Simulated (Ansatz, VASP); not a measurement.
# Ta in VASP and in Ansatz

```xyz
1
Lattice="-1.6513 1.6513 1.6017 1.6513 -1.6513 1.6017 1.6513 1.6513 -1.6017" Properties=species:S:1:pos:R:3 pbc="T T T"
Ta    0.0000    0.0000    0.0000
```

Change from the starting cell: zz strain of -3 %, PAW files.

Alike in both runs: task electric field gradients; functional PBE; k mesh 17 × 17 × 17; occupations fermi-dirac, width 0.08 eV; no spin polarisation.

```csv
,VASP,Ansatz
version,VASP 6.6.1,Ansatz 0.2.0
potentials or method,"VASP PAW PBE potentials, release 64 (Ta_pv)","PAW with Ansatz's default frozen-core files, scalar-relativistic"
plane-wave cutoff (eV),400,420
valence electrons in the cell,11,13
```

|  | VASP | Ansatz | Ansatz less VASP |
| --- | --- | --- | --- |
| pressure (GPa) | 10.1 | 9.9 | -0.14 |
| traceless stress, the component that is largest in VASP (GPa) | 2.36 | 2.38 | +0.012 |
| size of Vzz on the site where it differs most (V/Å²) | 21.1 | 22.9 | +1.82 |

VASP's potentials hold 11 valence electrons a cell and Ansatz's 13, so a difference there can come from the potentials and not from the codes.

Neither program's run includes spin-orbit coupling.
